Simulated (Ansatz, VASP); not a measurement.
TaN: VASP beside Ansatz

The input INCAR:

```
SYSTEM = TaN
PREC = Accurate
ENCUT = 1330
EDIFF = 1E-6
ISMEAR = 0
SIGMA = 0.15
LREAL = .FALSE.
LASPH = .TRUE.
NELM = 120
ALGO = Normal
ISIF = 2
LWAVE = .FALSE.
LCHARG = .FALSE.
GGA = CA
NBANDS = 16
GGA_COMPAT = .FALSE.
```

KPOINTS

```
regular mesh
0
G
  18 18 18
  0 0 0
```

The input POSCAR:

```
TaN
1.0
    0.0000000000      2.2101387059      2.2101387059
    2.2101387059      0.0000000000      2.2101387059
    2.2101387059      2.2101387059      0.0000000000
Ta N
1 1
Direct
    0.5000000000      0.5000000000      0.5000000000
    0.0000000000      0.0000000000      0.0000000000
```

Input for Ansatz:

```yaml
crystal:
  lattice:
    - [0.0, 2.2101387059, 2.2101387059]
    - [2.2101387059, 0.0, 2.2101387059]
    - [2.2101387059, 2.2101387059, 0.0]
  atoms:
    - { symbol: Ta, position: [0.5, 0.5, 0.5] }
    - { symbol: "N", position: [0.0, 0.0, 0.0] }
basis:
  ecutwfc: 520.0
kpoints:
  mp_grid: { grid: [18, 18, 18] }
hamiltonian:
  xc: lda
  pseudopotentials: { kind: paw, azcp: { folder: soft_1 } }
scf:
  occupations: { method: gaussian, width: 0.15 }
output:
  forces: true
  stress: true
  eigenvalues: true
```

Change from the starting cell: mode 4 frozen in at +0.000 Å, equal normal strain along x, y and z +0.0167.

Alike in both runs: task single point; functional LDA; k mesh 18 × 18 × 18; occupations gaussian, width 0.15 eV; no spin polarisation.

|  | VASP | Ansatz |
| --- | --- | --- |
| version | VASP 6.6.1 | Ansatz 0.2.0 |
| potentials or method | VASP PAW LDA potentials, release 64 (Ta_sv_GW, N_h), cutoff 1330 eV | scalar-relativistic, plane waves, PAW |
| valence electrons in the cell | 18 | 18 |

```csv
,VASP,Ansatz,Ansatz less VASP
gap on the k mesh at the Fermi level (eV),none,none,-
pressure (GPa),-15.4,-16.8,-1.41
```

Ansatz warns that its potentials were made for another functional, while VASP's fit it. LDA's correlation is that of Perdew and Zunger in VASP and of Perdew and Wang (1992) in Ansatz. A gap of «none» marks a metal or a gap that the smearing closes.

Spin-orbit coupling is off throughout.
